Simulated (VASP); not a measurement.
ZnO, 4 atoms in the cell. Symmetry: P6_3mc, No. 186, hexagonal system. The conventional cell has a = 3.279 Å, b = 3.279 Å, c = 5.293 Å, α = 90.00°, β = 90.00°, γ = 120.00°. Within 2.6 Å of Zn (site symmetry 3m) lie 4 O at 2.00 to 2.01 Å. Within 2.6 Å of O (site symmetry 3m) lie 4 Zn at 2.00 to 2.01 Å. 

- Program: VASP 6.6.1
- Task: single point
- Functional: PBE
- Potentials or basis: VASP PAW PBE potentials, release 64 (Zn, O)
- Cutoff: 520 eV
- k mesh: 9 × 9 × 6
- Occupations: gaussian, width 0.02 eV
- Spin: no spin polarisation
- Dipole correction: no
- Further INCAR settings: ALGO = Normal; EDIFF = 1e-07; NBANDS = 26

Potentials or basis: VASP PAW PBE potentials, release 64 (Zn, O).

The run is started by

```console
$ cat potpaw_PBE.64/Zn/POTCAR potpaw_PBE.64/O/POTCAR > POTCAR
$ mpirun -np 1 vasp_std > vasp.out
```

Hardware: 1 thread of Intel(R) Xeon(R) Platinum 8259CL CPU @ 2.50GHz (Skylake/Cascade Lake), with other jobs on the host.

Task: Estimate the wall time of this run.

Result: It took 55 s on 1 thread of Intel(R) Xeon(R) Platinum 8259CL CPU @ 2.50GHz (Skylake/Cascade Lake) (shared host), peak memory 0.19 GiB. Counts: scf iterations 17, k points 48.
